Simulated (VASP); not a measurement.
Set up this calculation in VASP 6.6.1, as the native input.

- Task: single point
- Functional: r2SCAN
- Potentials or basis: VASP PAW PBE potentials, release 64 (B, N)
- Cutoff: 520 eV
- k mesh: 6 × 6 × 6
- Occupations: gaussian, width 0.05 eV
- Spin: no spin polarisation
- Dipole correction: no
- Further INCAR settings: ALGO = Normal; EDIFF = 1e-06; NBANDS = 26

The system is BN.

```xyz
8
Lattice="3.6260 0.0000 0.0000 0.0000 -3.6260 0.0000 0.0000 0.0000 -3.6260" Properties=species:S:1:pos:R:3 pbc="T T T"
B     0.0000   -1.8130   -1.8130
B     1.8130    0.0000   -1.8130
B     1.8130   -1.8130    0.0000
B     0.0000    0.0000    0.0000
N     2.7195   -2.7195   -2.6445
N     0.9065   -0.9065   -2.7195
N     0.9065   -2.7195   -0.9065
N     2.7195   -0.9065   -0.9065
```

This cell differs from its parent crystal: atom 5 (N) moved +0.075 Å along Cartesian [0 0 1].

One way to write it, as run:

POSCAR

```
BN
1.0
    3.6260020000      0.0000000000      0.0000000000
    0.0000000000     -3.6260020000      0.0000000000
    0.0000000000      0.0000000000     -3.6260020000
B N
4 4
Direct
    0.0000000000      0.5000000000      0.5000000000
    0.5000000000      0.0000000000      0.5000000000
    0.5000000000      0.5000000000      0.0000000000
    0.0000000000      0.0000000000      0.0000000000
    0.7500000000      0.7500000000      0.7293160622
    0.2500000000      0.2500000000      0.7500000000
    0.2500000000      0.7500000000      0.2500000000
    0.7500000000      0.2500000000      0.2500000000
```

INCAR.step1

```
  PREC = Accurate
  ENCUT = 520
  ISMEAR = 0
  SIGMA = 0.05
  LREAL = False
  LASPH = True
  NELM = 100
  NBANDS = 26
  GGA = PE
  ALGO = Normal
  EDIFF = 1E-4
  LWAVE = True
  LCHARG = False
```

INCAR.step2

```
  PREC = Accurate
  ENCUT = 520
  EDIFF = 1E-6
  ISMEAR = 0
  SIGMA = 0.05
  LREAL = False
  LASPH = True
  NELM = 100
  ALGO = Normal
  ISIF = 2
  LWAVE = False
  LCHARG = False
  METAGGA = R2SCAN
  LMIXTAU = True
  NBANDS = 26
  ISTART = 1
```

KPOINTS

```
regular mesh
0
Gamma
  6 6 6
```

Potentials or basis: VASP PAW PBE potentials, release 64 (B, N).

Run with:

```bash
$ cat potpaw_PBE.64/B/POTCAR potpaw_PBE.64/N/POTCAR > POTCAR
$ cp INCAR.step1 INCAR
$ mpirun -np 1 vasp_std > vasp.out
$ cp INCAR.step2 INCAR
$ mpirun -np 1 vasp_std > vasp.out
```

Results of the run:

| Quantity | Value |
| --- | --- |
| Pressure | -3.6 GPa |
| Largest force | 2.675 eV/Å |
| Band gap on the k mesh | 4.77 eV |

Caveat: the cell differs from its parent crystal (atom 5 (N) moved +0.075 Å along Cartesian [0 0 1]); the PAW data sets were made with another functional, which shifts forces and pressure a little.

Run time: 4.5 min on 1 thread of Intel(R) Xeon(R) Platinum 8175M CPU @ 2.50GHz (Skylake/Cascade Lake), on a shared host, peak memory 0.18 GiB.
